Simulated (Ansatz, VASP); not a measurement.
Two plane-wave programs on Si3C

```
CELL_PARAMETERS angstrom
6.49957 0.00000 0.00000
-3.24978 5.62879 0.00000
0.00000 0.00000 2.76809
ATOMIC_POSITIONS crystal
Si 0.39246 0.19623 0.75000
Si 0.80377 0.19623 0.75000
Si 0.80377 0.60754 0.75000
Si 0.60754 0.80377 0.25000
Si 0.19623 0.80377 0.25000
Si 0.19623 0.39246 0.25000
C 0.66667 0.33333 0.25000
C 0.33333 0.66667 0.75000
```

Change from the starting cell: species swapped into the KSn3 type (P6_3/mmc, No. 194).

Alike in both runs: functional PBE; k mesh 9 × 9 × 14; occupations gaussian, width 0.1 eV; no spin polarisation.

Ansatz relaxed the structure, and its values are those at the end. VASP's run is a single point on that final structure, the one shown.

|  | VASP | Ansatz |
| --- | --- | --- |
| version | VASP 6.6.1 | Ansatz 0.2.0 |
| potentials or method | VASP PAW PBE potentials, release 64 (Si, C), cutoff 520 eV | scalar-relativistic, plane waves, PAW |
| valence electrons in the cell | 32 | 32 |

```csv
,VASP,Ansatz,Ansatz less VASP
gap on the k mesh at the Fermi level (eV),none,none,-
pressure (GPa),0.0,0.0,+0.02
```

A gap of «none» marks a metal or a gap that the smearing closes. The functional is the same, so the differences come from potentials, cutoffs and numerics.
